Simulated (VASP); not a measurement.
Input of a VASP 6.6.1 run:

File POSCAR:

```
HfO2
1.0
    0.0000000000      2.5291823194      2.4606414785
    2.5291823194      0.0000000000      2.4606414785
    2.5291823194      2.5291823194      0.0000000000
Hf O
1 2
Direct
    0.0000000000      0.0000000000      0.0000000000
    0.2500000000      0.2500000000      0.2500000000
    0.7500000000      0.7500000000      0.7500000000
```

The input INCAR.step1:

```
SYSTEM = HfO2
ALGO     = Normal         ! electronic algorithm
EDIFF    = 1E-4           ! SCF threshold, eV
ENCUT    = 520            ! plane-wave cutoff, eV
GGA      = PE             ! functional
ISMEAR   = 0              ! smearing method
LASPH    = .True.         ! aspherical terms in the spheres
LCHARG   = .False.        ! write CHGCAR
LREAL    = .False.        ! projectors in reciprocal space
LWAVE    = .True.         ! write WAVECAR
NBANDS   = 18             ! bands
NELM     = 100            ! most SCF steps
PREC     = Accurate       ! precision mode
SIGMA    = 0.01           ! smearing width, eV
```

Contents of INCAR.step2:

```
SYSTEM = HfO2
ALGO     = Normal         ! electronic algorithm
EDIFF    = 1E-6           ! SCF threshold, eV
ENCUT    = 520            ! plane-wave cutoff, eV
ISIF     = 2              ! what is computed and relaxed
ISMEAR   = 0              ! smearing method
ISTART   = 1            
LASPH    = .True.         ! aspherical terms in the spheres
LCHARG   = .False.        ! write CHGCAR
LMIXTAU  = .True.       
LREAL    = .False.        ! projectors in reciprocal space
LWAVE    = .False.        ! write WAVECAR
METAGGA  = R2SCAN         ! meta-GGA
NBANDS   = 18             ! bands
NELM     = 100            ! most SCF steps
PREC     = Accurate       ! precision mode
SIGMA    = 0.01           ! smearing width, eV
```

KPOINTS

```
k-points
0
Gamma
  8 8 8
  0 0 0
```

Potentials or basis: VASP PAW PBE potentials, release 64 (Hf_pv, O).

Command:

```bash
$ cat potpaw_PBE.64/Hf_pv/POTCAR potpaw_PBE.64/O/POTCAR > POTCAR
$ cp INCAR.step1 INCAR
$ mpirun -np 1 vasp_std > vasp.out
$ cp INCAR.step2 INCAR
$ mpirun -np 1 vasp_std > vasp.out
```

(1) What does it give for the pressure?

(2) Estimate the band gap on the k mesh.

Results:

(1) 3.7 GPa.

(2) 4.12 eV, indirect (least direct gap 4.16 eV).

Caveat: the cell differs from its parent crystal (uniaxial z strain -2.7%); the PAW data sets were made with another functional, which shifts forces and pressure a little; spin-orbit coupling is left out, which moves the levels of the heavy elements.
